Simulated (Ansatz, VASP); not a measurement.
**One calculation of Ge, two programs**

File INCAR:

```
PREC = Accurate
ENCUT = 520
EDIFF = 1E-6
ISMEAR = 0
SIGMA = 0.15
LREAL = F
LASPH = T
NELM = 80
ALGO = Normal
ISIF = 2
LWAVE = F
LCHARG = T
GGA = PS
LELF = T
LVHAR = T
NBANDS = 13
```

File KPOINTS:

```
regular mesh
0
Gamma
  20 20 18
```

Contents of POSCAR:

```
Ge
1.0
    1.3971490000     -2.6005160000      0.0000000000
    1.3971490000      2.6005160000      0.0000000000
    0.0000000000      0.0000000000      2.5633194500
Ge
1
Direct
    0.5000000000      0.5000000000      0.0000000000
```

Input for Ansatz:

```yaml
crystal:
  lattice:
    - [1.397149, -2.600516, 0.0]
    - [1.397149, 2.600516, 0.0]
    - [0.0, 0.0, 2.56331945]
  atoms:
    - { symbol: Ge, position: [0.5, 0.5, 0.0] }
basis:
  ecutwfc: 420
kpoints:
  mp_grid: { grid: [20, 20, 18] }
hamiltonian:
  xc: pbesol
scf:
  occupations: { method: gaussian, width: 0.15 }
output:
  forces: true
  stress: true
  eigenvalues: true
```

Change from the starting cell: strain +0.000 along x and y, -0.050 along z, atoms carried along.

Alike in both runs: task single point; functional PBEsol; k mesh 20 × 20 × 18; occupations gaussian, width 0.15 eV; no spin polarisation.

```csv
,VASP,Ansatz
version,VASP 6.6.1,Ansatz 0.2.0
potentials or method,"VASP PAW PBE potentials, release 64 (Ge_d), cutoff 520 eV","scalar-relativistic, plane waves, PAW"
valence electrons in the cell,14,14
```

|  | VASP | Ansatz | Ansatz less VASP |
| --- | --- | --- | --- |
| gap on the k mesh at the Fermi level (eV) | none | none | - |
| pressure (GPa) | -0.5 | -0.4 | +0.17 |
| traceless stress, the component that is largest in VASP (GPa) | 6.47 | 6.52 | +0.056 |

VASP's potentials were made for PBE, not for PBEsol. A gap of «none» marks a metal or a gap that the smearing closes.
